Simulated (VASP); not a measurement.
# LiF: single point with LDA

Crystal: LiF.

```
Li F
1.0
     3.03009    0.00000    0.00000
    -1.51505    2.62414    0.00000
     0.00000    0.00000    4.65902
Li F
2 2
Direct
  0.33333 0.66667 0.43077
  0.66667 0.33333 0.93077
  0.33333 0.66667 0.99102
  0.66667 0.33333 0.49102
```

This cell differs from its parent crystal: c/a of the conventional cell at fixed volume 1.5376.

- Program: VASP 6.6.1
- Task: single point
- Functional: LDA
- Potentials or basis: VASP PAW LDA potentials, release 64 (Li_sv, F)
- Cutoff: 520 eV
- k mesh: 9 × 9 × 6
- Occupations: gaussian, width 0.05 eV
- Spin: no spin polarisation

```json
{
  "Largest force": "0.312 eV/Å",
  "Band gap on the k mesh": "7.61 eV, direct"
}
```

Forces in eV/Å, atoms in the order of the input:
```
Li   0.000  0.000 -0.312
Li   0.000  0.000 -0.312
F    0.000  0.000  0.312
F    0.000  0.000  0.312
```

Levels at points of the mesh, in eV from the valence-band top:
```
           k point  band 7  band 8  band 9  band 10  band 11  band 12  band 13  band 14
(0.00, 0.00, 0.00)   -0.90   -0.53   -0.53     0.00     7.61    12.15    15.52    18.12
(0.00, 0.00, 0.50)   -0.72   -0.72   -0.72    -0.72     9.52     9.52    17.52    17.52
```

It took 11 s on 1 thread of AMD EPYC 9R45 96-Core Processor (Zen 5) (shared host), peak memory 0.12 GiB.

 A k mesh can miss the band edges.
